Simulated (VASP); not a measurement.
YbAl3:

```xyz
4
Lattice="4.2921 0.0000 0.0000 0.0000 4.2921 0.0000 0.0000 0.0000 4.2921" Properties=species:S:1:pos:R:3 pbc="T T T"
Yb    0.0000    0.0000    0.0000
Al    0.0000    2.1460    2.1460
Al    2.1460    2.1460    0.0000
Al    2.1460    0.0000    2.1460
```

Base run:

| Item | Value |
| --- | --- |
| Program | VASP 6.6.1 |
| Functional | PBEsol |
| Potentials or basis | VASP PAW PBE potentials, release 64 (Yb, Al) |
| Cutoff | 520 eV |
| k mesh | 6 × 6 × 6 |
| Occupations | methfessel-paxton, width 0.15 eV |
| Spin | no spin polarisation |

Its results: pressure -4.9 GPa.

**Question.** The run is repeated on the same cell with these changes: functional from PBEsol to LDA; further incar settings from ALGO = Normal; EDIFF = 1e-06; NBANDS = 24 to ALGO = Normal; EDIFF = 1e-07; NBANDS = 24. What comes out?

**Answer.** Pressure -6.9 GPa.

Caveats: the PAW data sets were made with another functional, which shifts forces and pressure a little.
